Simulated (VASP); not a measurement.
Here is a VASP 6.6.1 calculation.

INCAR

```
PREC = Accurate
ENCUT = 520
EDIFF = 1E-7
ISMEAR = 1
SIGMA = 0.1
LREAL = F
LASPH = T
NELM = 80
ALGO = Normal
ISIF = 2
LWAVE = F
LCHARG = F
NBANDS = 12
```

The input KPOINTS:

```
Automatic mesh
0
Gamma
  9 9 9
```

The input POSCAR:

```
Y
1.0
    0.0000000000      2.4850000000      2.4850000000
    2.4850000000      0.0000000000      2.4850000000
    2.4850000000      2.4850000000      0.0000000000
Y
1
Direct
    0.0000000000      0.0000000000      0.0000000000
```

Potentials or basis: VASP PAW LDA potentials, release 64 (Y_sv).

Run with:

```sh
$ cat potpaw_LDA.64/Y_sv/POTCAR > POTCAR
$ mpirun -np 1 vasp_std > vasp.out
```

Problem. Estimate the pressure.

Solution. -1.8 GPa.
